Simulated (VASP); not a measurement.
**C: single point with PBE+D3(BJ)**

The system is C.

```
C
1.0
     1.23277   -2.13415    0.00000
     1.23277    2.13415    0.00000
     0.00000    0.00000    6.79898
C
4
Direct
  0.08331 0.91669 0.75000
  0.58331 0.41669 0.25000
  0.91669 0.08331 0.25000
  0.41669 0.58331 0.75000
```

```yaml
Program: VASP 6.6.1
Task: single point
Functional: PBE
Dispersion: D3(BJ)
Potentials_or_basis: VASP PAW PBE potentials, release 64 (C)
Cutoff: 520 eV
k_mesh: 18 × 18 × 6
Occupations: gaussian, width 0.1 eV
Spin: no spin polarisation
Dipole_correction: no
Further_INCAR_settings: ALGO = Normal; EDIFF = 1e-06; NBANDS = 16
```

```yaml
Pressure: 0.4 GPa
Band_gap_on_the_k_mesh: zero (filled and empty bands touch)
Dispersion_energy_per_atom: -0.154 eV
```

Stress tensor (GPa, compression positive):
```
 0.70  0.00  0.00
 0.00  0.70  0.00
 0.00  0.00 -0.11
```

Levels at points of the mesh, in eV from the Fermi level:
```csv
k point,band 5,band 6,band 7,band 8,band 9,band 10,band 11,band 12
"(0.00, 0.00, 0.00)",-3.03,-3.01,-3.00,-3.00,4.18,8.30,8.33,8.36
"(0.50, 0.00, 0.00)",-6.39,-6.39,-2.44,-2.44,1.86,1.86,7.41,7.41
"(0.50, 0.50, 0.00)",-6.42,-6.37,-2.98,-1.65,1.00,2.45,7.21,7.57
"(0.00, 0.00, 0.50)",-3.01,-3.01,-3.01,-3.01,6.72,6.72,8.34,8.34
"(0.50, 0.00, 0.50)",-6.39,-6.39,-2.36,-2.36,1.65,1.65,7.40,7.40
"(0.50, 0.50, 0.50)",-6.40,-6.40,-2.36,-2.36,1.66,1.66,7.39,7.39
```

Wall time 2.3 min on 1 thread of AMD EPYC 7R43 64-Core Processor (Zen 3), with other jobs on the host, peak memory 0.23 GiB.
